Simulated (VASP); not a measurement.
# Ca (P6_3/mmc) in VASP: a series of runs

Runs on Ca. Level: PBEsol. Tasks: single point.

Program: VASP 6.6.1. These are calculated values, not measurements. Logs are shortened: lines on timing, memory, paths and dates and some standing lists are left out, and cuts for length are marked.

**1. The cell of the first run**

Symmetry: P6_3/mmc, No. 194, hexagonal system. Conventional cell: a = 3.980 Å, b = 3.980 Å, c = 7.042 Å, α = 90.00°, β = 90.00°, γ = 120.00°. Within 5.2 Å of Ca (site symmetry -6m2) lie 12 Ca at 3.98 to 4.20 Å.

This isn't the form of Ca at room conditions, which is fcc.

**2. Single point, PBEsol (strain +0.000 along x and y, +0.080 along z)**

INCAR

```
PREC = Accurate
ENCUT = 520
EDIFF = 1E-6
ISMEAR = 0
SIGMA = 0.15
LREAL = False
LASPH = True
NELM = 80
ALGO = Fast
ISIF = 2
LWAVE = False
LCHARG = False
GGA = PS
NBANDS = 17
```

KPOINTS

```
Automatic mesh
0
Gamma
  12 12 8
```

POSCAR

```
Ca
1.0
    3.9799995206      0.0000000000      0.0000000000
   -1.9899997603      3.4467806919      0.0000000000
    0.0000000000      0.0000000000      7.0416000000
Ca
2
Direct
    0.3333333333      0.6666666667      0.2500000000
    0.6666666667      0.3333333333      0.7500000000
```

Potentials or basis: VASP PAW PBE potentials, release 64 (Ca_sv).

Started as:

```sh
$ cat potpaw_PBE.64/Ca_sv/POTCAR > POTCAR
$ mpirun -np 1 vasp_std > vasp.out
```

OUTCAR:

```text
PREC = Accurate
   ENCUT = 520
   EDIFF = 1E-6
   ISMEAR = 0
   LREAL = False
   LASPH = True
   NELM = 80
   ISIF = 2
   GGA = PS

 ion  position               nearest neighbor table
   1  0.333  0.667  0.250-
   2  0.667  0.333  0.750-

  LATTYP: Found a hexagonal cell.
 ALAT       =     3.9799995206
 C/A-ratio  =     1.7692464443

  Lattice vectors:

 A1 = (   3.9799995206,   0.0000000000,   0.0000000000)
 A2 = (  -1.9899997603,   3.4467806919,   0.0000000000)
 A3 = (   0.0000000000,   0.0000000000,   7.0416000000)

Analysis of symmetry for initial positions (statically):
=====================================================================
 Subroutine PRICEL returns:
 Original cell was already a primitive cell.

 Routine SETGRP: Setting up the symmetry group for a
 hexagonal supercell.

 Subroutine GETGRP returns: Found 24 space group operations
 (whereof 12 operations were pure point group operations)
 out of a pool of 24 trial point group operations.

The static configuration has the point symmetry D_3d.
 The point group associated with its full space group is D_6h.

Analysis of symmetry for dynamics (positions and initial velocities):
=====================================================================
 Subroutine PRICEL returns:
 Original cell was already a primitive cell.

 Routine SETGRP: Setting up the symmetry group for a
 hexagonal supercell.

 Subroutine GETGRP returns: Found 24 space group operations
 (whereof 12 operations were pure point group operations)
 out of a pool of 24 trial point group operations.

The dynamic configuration has the point symmetry D_3d.
 The point group associated with its full space group is D_6h.

 Subroutine INISYM returns: Found 24 space group operations
 (whereof 12 operations are pure point group operations),
 and found     1 'primitive' translations

----------------------------------------------------------------------------------------

                                     Primitive cell

  volume of cell :      96.5980

  direct lattice vectors                    reciprocal lattice vectors
     3.979999521  0.000000000  0.000000000     0.251256312  0.145062899  0.000000000
    -1.989999760  3.446780692  0.000000000     0.000000000  0.290125798  0.000000000
     0.000000000  0.000000000  7.041600000     0.000000000  0.000000000  0.142013179

  length of vectors
     3.979999521  3.979999521  7.041600000     0.290125798  0.290125798  0.142013179

  position of ions in fractional coordinates (direct lattice)
     0.333333333  0.666666667  0.250000000
     0.666666667  0.333333333  0.750000000

  ion indices of the primitive-cell ions
   primitive index   ion index
                 1           1
                 2           2

----------------------------------------------------------------------------------------

 KPOINTS: Automatic mesh

Automatic generation of k-mesh.
 Grid dimensions read from file:
 generate k-points for:   12   12    8

 Generating k-lattice:

  Cartesian coordinates                     Fractional coordinates (reciprocal lattice)
     0.020938026  0.012088575  0.000000000     0.083333333  0.000000000  0.000000000
     0.000000000  0.024177150  0.000000000     0.000000000  0.083333333  0.000000000
     0.000000000  0.000000000  0.017751647     0.000000000  0.000000000  0.125000000

  Length of vectors
     0.024177150  0.024177150  0.017751647

  Shift w.r.t. Gamma in fractional coordinates (k-lattice)
     0.000000000  0.000000000  0.000000000

 Subroutine IBZKPT returns following result:
 ===========================================

 Found     95 irreducible k-points:

 Following reciprocal coordinates:
            Coordinates               Weight
  0.000000  0.000000  0.000000      1.000000
  0.083333  0.000000  0.000000      6.000000
  0.166667  0.000000  0.000000      6.000000
  0.250000  0.000000  0.000000      6.000000
  0.333333  0.000000  0.000000      6.000000
  0.416667  0.000000  0.000000      6.000000
[... 16 lines left out ...]
  0.250000  0.000000  0.125000     12.000000
  0.333333  0.000000  0.125000     12.000000
 [... further k-points ...]
   k-points           NKPTS =     95   k-points in BZ     NKDIM =     95   number of bands    NBANDS=     17
   number of dos      NEDOS =    301   number of ions     NIONS =      2
   total plane-waves  NPLWV =  48600
   dimension x,y,z NGX =    30 NGY =   30 NGZ =   54
   dimension x,y,z NGXF=    60 NGYF=   60 NGZF=  108
   ions per type =               2
   NGX,Y,Z   is equivalent  to a cutoff of  12.53, 12.53, 12.75 a.u.
   NGXF,Y,Z  is equivalent  to a cutoff of  25.06, 25.06, 25.50 a.u.
 SYSTEM =  unknown system
   PREC   = accura    normal or accurate (medium, high low for compatibility)
   ISTART =      0    job   : 0-new  1-cont  2-samecut
   ICHARG =      2    charge: 1-file 2-atom 10-const
   ISPIN  =      1    spin polarized calculation?
   LNONCOLLINEAR =      F non collinear calculations
[... 101 lines left out ...]
      3     -21.8193      2.00000
      4     -21.8149      2.00000
      5     -21.8076      2.00000
      6     -21.7839      2.00000
[... 9 lines left out ...]
     16       3.9441      0.00000
     17       4.1851      0.00000

 k-point     5 :       0.3333    0.0000    0.0000
  band No.  band energies     occupation
      1     -40.7571      2.00000
      2     -40.7544      2.00000
      3     -21.8364      2.00000
      4     -21.8286      2.00000
      5     -21.8109      2.00000
      6     -21.7896      2.00000
[... 9 lines left out ...]
     16       4.1361      0.00000
     17       4.6319      0.00000

 k-point     6 :       0.4167    0.0000    0.0000
  band No.  band energies     occupation
      1     -40.7554      2.00000
      2     -40.7535      2.00000
      3     -21.8522      2.00000
      4     -21.8438      2.00000
      5     -21.8034      2.00000
      6     -21.7938      2.00000
[... 9 lines left out ...]
     16       4.4994      0.00000
     17       5.0167      0.00000

 k-point     7 :       0.5000    0.0000    0.0000
  band No.  band energies     occupation
      1     -40.7548      2.00000
      2     -40.7532      2.00000
      3     -21.8580      2.00000
      4     -21.8494      2.00000
      5     -21.7999      2.00000
      6     -21.7953      2.00000
[... 9 lines left out ...]
     16       4.7951      0.00000
     17       5.0962      0.00000

 k-point     8 :       0.0833    0.0833    0.0000
  band No.  band energies     occupation
      1     -40.7618      2.00000
      2     -40.7575      2.00000
      3     -21.8282      2.00000
      4     -21.7877      2.00000
      5     -21.7825      2.00000
      6     -21.7756      2.00000
[... 9 lines left out ...]
     16       4.0005      0.00000
     17       4.0578      0.00000
[... 203 lines left out ...]
      1     -40.7531      2.00000
      2     -40.7531      2.00000
      3     -21.8360      2.00000
      4     -21.8283      2.00000
      5     -21.8283      2.00000
      6     -21.8198      2.00000
[... 9 lines left out ...]
     16       4.5335      0.00000
     17       4.5376      0.00000

 k-point    20 :       0.0000    0.0000    0.1250
  band No.  band energies     occupation
      1     -40.7632      2.00000
      2     -40.7588      2.00000
      3     -21.8309      2.00000
      4     -21.7718      2.00000
      5     -21.7718      2.00000
      6     -21.7704      2.00000
[... 9 lines left out ...]
     16       3.7525      0.00000
     17       4.3648      0.00000

 k-point    21 :       0.0833    0.0000    0.1250
  band No.  band energies     occupation
      1     -40.7627      2.00000
      2     -40.7584      2.00000
      3     -21.8292      2.00000
      4     -21.7774      2.00000
      5     -21.7733      2.00000
      6     -21.7723      2.00000
[... 9 lines left out ...]
     16       3.8212      0.00000
     17       4.2717      0.00000

 k-point    22 :       0.1667    0.0000    0.1250
  band No.  band energies     occupation
      1     -40.7612      2.00000
      2     -40.7573      2.00000
      3     -21.8247      2.00000
      4     -21.7929      2.00000
      5     -21.7872      2.00000
      6     -21.7777      2.00000
[... 9 lines left out ...]
     16       4.0030      0.00000
     17       4.1241      0.00000

 k-point    23 :       0.2500    0.0000    0.1250
  band No.  band energies     occupation
      1     -40.7592      2.00000
      2     -40.7559      2.00000
      3     -21.8206      2.00000
      4     -21.8118      2.00000
      5     -21.8081      2.00000
      6     -21.7835      2.00000
[... 9 lines left out ...]
     16       3.9614      0.00000
     17       4.2346      0.00000

 k-point    24 :       0.3333    0.0000    0.1250
  band No.  band energies     occupation
      1     -40.7570      2.00000
      2     -40.7545      2.00000
      3     -21.8371      2.00000
      4     -21.8295      2.00000
      5     -21.8084      2.00000
      6     -21.7892      2.00000
[... 9 lines left out ...]
     16       4.1758      0.00000
     17       4.6391      0.00000

 [... further k-points ...]

------------------------ aborting loop because EDIFF is reached ----------------------------------------

  FORCE on cell =-STRESS in cart. coord.  units (eV):
  Direction    XX          YY          ZZ          XY          YZ          ZX
  --------------------------------------------------------------------------------------
  -------------------------------------------------------------------------------------
  Total       -0.9954824     -0.9954824     -2.0703386      0.0000000      0.0000000      0.0000000
  in kB      -16.5111049    -16.5111049    -34.3387070      0.0000000      0.0000000      0.0000000
  external PRESSURE =     -22.4536389 kB  Pullay stress =       0.0000000 kB

 VOLUME and BASIS-vectors are now :
 -----------------------------------------------------------------------------
  energy-cutoff  :      520.00
  volume of cell :       96.60
      direct lattice vectors                 reciprocal lattice vectors
     3.979999521  0.000000000  0.000000000     0.251256312  0.145062899  0.000000000
    -1.989999760  3.446780692  0.000000000     0.000000000  0.290125798  0.000000000
     0.000000000  0.000000000  7.041600000     0.000000000  0.000000000  0.142013179

 POSITION                                       TOTAL-FORCE (eV/Angst)
 -----------------------------------------------------------------------------------
     -0.00000      2.29785      1.76040         0.000000     -0.000000      0.000000
      1.99000      1.14893      5.28120        -0.000000      0.000000      0.000000
 -----------------------------------------------------------------------------------
    total drift:                               -0.000000      0.000000     -0.000000

  FREE ENERGIE OF THE ION-ELECTRON SYSTEM (eV)
  ---------------------------------------------------
  free  energy   TOTEN  =        -4.1267469023 eV

  energy  without entropy=       -4.1006734016  energy(sigma->0) =       -4.11371015
```

Run time: 2.6 min. Hardware: 1 thread of Intel Xeon Platinum 8259CL at 2.50GHz (Skylake/Cascade Lake), shared host; peak memory 0.29 GiB.

Results:

| Property | Result |
| --- | --- |
| Free energy | -4.1267 eV |
| Pressure | -2.2 GPa |
| Band gap on the k mesh | zero (bands 10 and 11 overlap by 0.80 eV) |

Levels at points of the mesh, in eV from the Fermi level:
```csv
k point,band 6,band 7,band 8,band 9,band 10,band 11,band 12,band 13,band 14,band 15
"(0.00, 0.00, 0.00)",-23.20,-23.20,-23.20,-3.83,-1.29,-0.52,1.80,2.15,2.15,2.34
"(0.50, 0.00, 0.00)",-23.23,-23.21,-23.21,-0.98,-0.60,0.26,0.41,1.16,1.50,2.23
"(0.00, 0.00, 0.50)",-23.20,-23.20,-23.20,-3.01,-3.01,1.05,1.05,2.17,2.17,2.17
"(0.50, 0.00, 0.50)",-23.22,-23.22,-23.22,-0.60,-0.60,0.07,0.07,1.26,1.26,2.73
```

Caveat: the cell differs from its parent crystal (strain +0.000 along x and y, +0.080 along z); the PAW data sets were made with another functional, which shifts forces and pressure a little.

**3. Single point, PBEsol (strain +0.040 along x and y, +0.000 along z)**

INCAR

```
SYSTEM = Ca
PREC = Accurate ; ENCUT = 520
EDIFF = 1E-6 ; ISMEAR = 0
SIGMA = 0.15 ; LREAL = .FALSE.
LASPH = .TRUE. ; NELM = 60
ALGO = Fast ; ISIF = 2
LWAVE = .FALSE. ; LCHARG = .FALSE.
GGA = PS ; NBANDS = 17
```

KPOINTS

```
Automatic mesh
0
G
  12 12 8
  0 0 0
```

POSCAR

```
Ca
1.0
    4.1391995014      0.0000000000      0.0000000000
   -2.0695997507      3.5846519196      0.0000000000
    0.0000000000      0.0000000000      6.5200000000
Ca
2
Direct
    0.3333333333      0.6666666667      0.2500000000
    0.6666666667      0.3333333333      0.7500000000
```

Potentials or basis: VASP PAW PBE potentials, release 64 (Ca_sv).

Started as:

```sh
$ cat potpaw_PBE.64/Ca_sv/POTCAR > POTCAR
$ mpirun -np 1 vasp_std > vasp.out
```

It took 2 min on 1 thread of Intel Xeon Platinum 8259CL at 2.50GHz (Skylake/Cascade Lake), shared host; peak memory 0.29 GiB.

The run converged. Its results:

| Quantity | Value |
| --- | --- |
| Free energy | -4.1464 eV |
| Pressure | -2.3 GPa |
| Band gap on the k mesh | zero (bands 10 and 11 overlap by 0.44 eV) |

Stress tensor (GPa, compression positive):
```
-2.53  0.00  0.00
 0.00 -2.53  0.00
 0.00  0.00 -1.74
```

Levels at points of the mesh, in eV from the Fermi level:
```csv
k point,band 6,band 7,band 8,band 9,band 10,band 11,band 12,band 13,band 14,band 15
"(0.00, 0.00, 0.00)",-23.21,-23.21,-23.20,-3.83,-0.88,-0.14,2.06,2.06,2.21,2.36
"(0.50, 0.00, 0.00)",-23.24,-23.22,-23.22,-1.18,-0.77,0.31,0.40,1.28,1.83,1.93
"(0.00, 0.00, 0.50)",-23.21,-23.21,-23.21,-2.86,-2.86,1.41,1.41,2.03,2.03,2.03
"(0.50, 0.00, 0.50)",-23.23,-23.22,-23.22,-0.66,-0.66,-0.02,-0.02,1.41,1.41,2.51
```

Caveat: the cell differs from its parent crystal (strain +0.040 along x and y, +0.000 along z); the PAW data sets were made with another functional, which shifts forces and pressure a little.

**4. Single point, PBEsol (strain +0.080 along x and y, -0.040 along z)**

INCAR

```
SYSTEM = Ca
PREC = Accurate
ENCUT = 520
EDIFF = 1E-6
ISMEAR = 0
SIGMA = 0.15
LREAL = .False.
LASPH = .True.
NELM = 80
ALGO = Fast
ISIF = 2
LWAVE = .False.
LCHARG = .True.
GGA = PS
LELF = .True.
LVHAR = .True.
NBANDS = 17
```

KPOINTS

```
Automatic mesh
0
Gamma
  12 12 8
  0 0 0
```

POSCAR

```
Ca
1.0
    4.2983994823      0.0000000000      0.0000000000
   -2.1491997411      3.7225231472      0.0000000000
    0.0000000000      0.0000000000      6.2592000000
Ca
2
Direct
    0.3333333333      0.6666666667      0.2500000000
    0.6666666667      0.3333333333      0.7500000000
```

Started as:

```sh
$ cat potpaw_PBE.64/Ca_sv/POTCAR > POTCAR
$ mpirun -np 1 vasp_std > vasp.out
```

It took 2.3 min on 1 thread of Intel Xeon Platinum 8259CL at 2.50GHz (Skylake/Cascade Lake), shared host; peak memory 0.3 GiB.

The run converged. Its results:

```
Free energy            : -4.0514 eV
Pressure               : -2.5 GPa
Band gap on the k mesh : zero (bands 10 and 11 overlap by 0.49 eV)
```

Stress tensor (GPa, compression positive):
```
-3.10  0.00  0.00
 0.00 -3.10  0.00
 0.00  0.00 -1.16
```

Levels at points of the mesh, in eV from the Fermi level:
```tsv
k point	band 6	band 7	band 8	band 9	band 10	band 11	band 12	band 13	band 14	band 15
(0.00, 0.00, 0.00)	-23.28	-23.28	-23.28	-3.76	-0.62	0.17	1.95	1.95	2.31	2.31
(0.50, 0.00, 0.00)	-23.32	-23.31	-23.29	-1.31	-0.86	0.38	0.39	1.37	1.71	2.03
(0.00, 0.00, 0.50)	-23.29	-23.29	-23.29	-2.71	-2.71	1.61	1.61	1.85	1.85	1.85
(0.50, 0.00, 0.50)	-23.30	-23.30	-23.30	-0.66	-0.66	-0.07	-0.07	1.50	1.50	2.29
```

Caveat: the cell differs from its parent crystal (strain +0.080 along x and y, -0.040 along z); the PAW data sets were made with another functional, which shifts forces and pressure a little.

**5. Single point, PBEsol (strain +0.040 along x and y, +0.040 along z)**

INCAR

```
SYSTEM = Ca
PREC = Accurate
ENCUT = 520
EDIFF = 1E-6
ISMEAR = 0
SIGMA = 0.15
LREAL = .FALSE.
LASPH = .TRUE.
NELM = 80
ALGO = Fast
ISIF = 2
LWAVE = .FALSE.
LCHARG = .TRUE.
GGA = PS
LELF = .TRUE.
LVHAR = .TRUE.
NBANDS = 17
```

KPOINTS

```
regular mesh
0
G
  12 12 8
  0 0 0
```

POSCAR

```
Ca
1.0
    4.1391995014      0.0000000000      0.0000000000
   -2.0695997507      3.5846519196      0.0000000000
    0.0000000000      0.0000000000      6.7808000000
Ca
2
Direct
    0.3333333333      0.6666666667      0.2500000000
    0.6666666667      0.3333333333      0.7500000000
```

Started as:

```sh
$ cat potpaw_PBE.64/Ca_sv/POTCAR > POTCAR
$ mpirun -np 1 vasp_std > vasp.out
```

Wall time 2.4 min (1 thread of Intel Xeon Platinum 8259CL at 2.50GHz (Skylake/Cascade Lake), shared host); peak memory 0.3 GiB.

Results (log left out):

| Quantity | Value |
| --- | --- |
| Free energy | -4.0930 eV |
| Pressure | -2.7 GPa |
| Band gap on the k mesh | zero (bands 10 and 11 overlap by 0.56 eV) |

Levels at points of the mesh, in eV from the Fermi level:
| k point | band 8 | band 9 | band 10 | band 11 | band 12 | band 13 |
| --- | --- | --- | --- | --- | --- | --- |
| (0.00, 0.00, 0.00) | -23.29 | -3.76 | -0.99 | -0.29 | 2.03 | 2.05 |
| (0.50, 0.00, 0.00) | -23.31 | -1.10 | -0.71 | 0.31 | 0.43 | 1.20 |
| (0.00, 0.00, 0.50) | -23.30 | -2.87 | -2.87 | 1.27 | 1.27 | 2.04 |
| (0.50, 0.00, 0.50) | -23.31 | -0.62 | -0.62 | -0.01 | -0.01 | 1.34 |

Caveat: the cell differs from its parent crystal (strain +0.040 along x and y, +0.040 along z); the PAW data sets were made with another functional, which shifts forces and pressure a little.

**6. Single point, PBEsol (strain +0.080 along x and y, +0.000 along z)**

INCAR

```
SYSTEM = Ca
  PREC = Accurate
  ENCUT = 520
  EDIFF = 1E-6
  ISMEAR = 0
  SIGMA = 0.15
  LREAL = .FALSE.
  LASPH = .TRUE.
  NELM = 60
  ALGO = Fast
  ISIF = 2
  LWAVE = .FALSE.
  LCHARG = .FALSE.
  GGA = PS
  NBANDS = 17
```

KPOINTS is that of step 5.

POSCAR

```
Ca
1.0
    4.2983994823      0.0000000000      0.0000000000
   -2.1491997411      3.7225231472      0.0000000000
    0.0000000000      0.0000000000      6.5200000000
Ca
2
Direct
    0.3333333333      0.6666666667      0.2500000000
    0.6666666667      0.3333333333      0.7500000000
```

Potentials or basis: VASP PAW PBE potentials, release 64 (Ca_sv).

Started as:

```sh
$ cat potpaw_PBE.64/Ca_sv/POTCAR > POTCAR
$ mpirun -np 1 vasp_std > vasp.out
```

It took 2.2 min on 1 thread of Intel Xeon Platinum 8259CL at 2.50GHz (Skylake/Cascade Lake), shared host; peak memory 0.3 GiB.

It converged, with:

- Free energy: -4.0097 eV
- Pressure: -2.8 GPa
- Band gap on the k mesh: zero (bands 10 and 11 overlap by 0.48 eV)

Stress tensor (GPa, compression positive):
```
-3.24  0.00  0.00
 0.00 -3.24  0.00
 0.00  0.00 -2.06
```

Levels at points of the mesh, in eV from the Fermi level:
| k point | band 6 | band 7 | band 8 | band 9 | band 10 | band 11 | band 12 | band 13 | band 14 | band 15 |
| --- | --- | --- | --- | --- | --- | --- | --- | --- | --- | --- |
| (0.00, 0.00, 0.00) | -23.38 | -23.38 | -23.38 | -3.69 | -0.72 | -0.03 | 1.94 | 1.94 | 2.22 | 2.24 |
| (0.50, 0.00, 0.00) | -23.41 | -23.40 | -23.39 | -1.23 | -0.81 | 0.37 | 0.42 | 1.26 | 1.76 | 1.85 |
| (0.00, 0.00, 0.50) | -23.39 | -23.39 | -23.39 | -2.72 | -2.72 | 1.47 | 1.47 | 1.88 | 1.88 | 1.88 |
| (0.50, 0.00, 0.50) | -23.40 | -23.39 | -23.39 | -0.64 | -0.64 | -0.07 | -0.07 | 1.42 | 1.42 | 2.30 |

Caveat: the cell differs from its parent crystal (strain +0.080 along x and y, +0.000 along z); the PAW data sets were made with another functional, which shifts forces and pressure a little.

**7. Summary**

| cell | gap on the mesh (eV) | pressure (GPa) |
| --- | --- | --- |
| a = 3.980, b = 3.980, c = 7.042 Å, angles 90.0, 90.0, 120.0°, 2 atoms | none | -2.2 |
| a = 4.139, b = 4.139, c = 6.520 Å, angles 90.0, 90.0, 120.0°, 2 atoms | none | -2.3 |
| a = 4.298, b = 4.298, c = 6.259 Å, angles 90.0, 90.0, 120.0°, 2 atoms | none | -2.5 |
| a = 4.139, b = 4.139, c = 6.781 Å, angles 90.0, 90.0, 120.0°, 2 atoms | none | -2.7 |
| a = 4.298, b = 4.298, c = 6.520 Å, angles 90.0, 90.0, 120.0°, 2 atoms | none | -2.8 |

Alike in all rows: task single point; level PBEsol; potentials or basis VASP PAW PBE potentials, release 64 (Ca_sv); no spin polarisation; k mesh 12 × 12 × 8; cutoff (eV) 520; smearing gaussian 0.15 eV.

Caveats: the PAW data sets were made with another functional, which shifts forces and pressure a little.

Absolute energies hang on the potentials; compare differences alone.
